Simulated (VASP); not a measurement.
Runs of VASP 6.6.1 on Sn. The structure is that of space group Fd-3m (No. 227), or close to it. The cells are those of the table. 

```tsv
cell	gap on the mesh (eV)	pressure (GPa)
a = 4.693, b = 4.693, c = 4.659 Å, angles 60.2, 60.2, 59.5°, 2 atoms	none	(a)
a = 4.693, b = 4.693, c = 4.728 Å, angles 59.8, 59.8, 60.5°, 2 atoms	none	0.0
a = 4.625, b = 4.625, c = 4.659 Å, angles 59.8, 59.8, 60.5°, 2 atoms	none	1.7
a = 4.659, b = 4.659, c = 4.590 Å, angles 60.5, 60.5, 59.0°, 2 atoms	none	1.7
```

Alike in all rows: task single point; level PBE; potentials or basis VASP PAW PBE potentials, release 64 (Sn_d); no spin polarisation; k mesh 12 × 12 × 12; cutoff (eV) 520; smearing gaussian 0.15 eV.

Q: Fill in the values left out.

A: (a) 0.5.

Caveats: spin-orbit coupling is left out, which moves the levels of the heavy elements.

A k mesh can miss the band edges, and the runs leave out spin-orbit coupling on Sn.

A gap of «none» marks levels without a gap at the run's occupations.
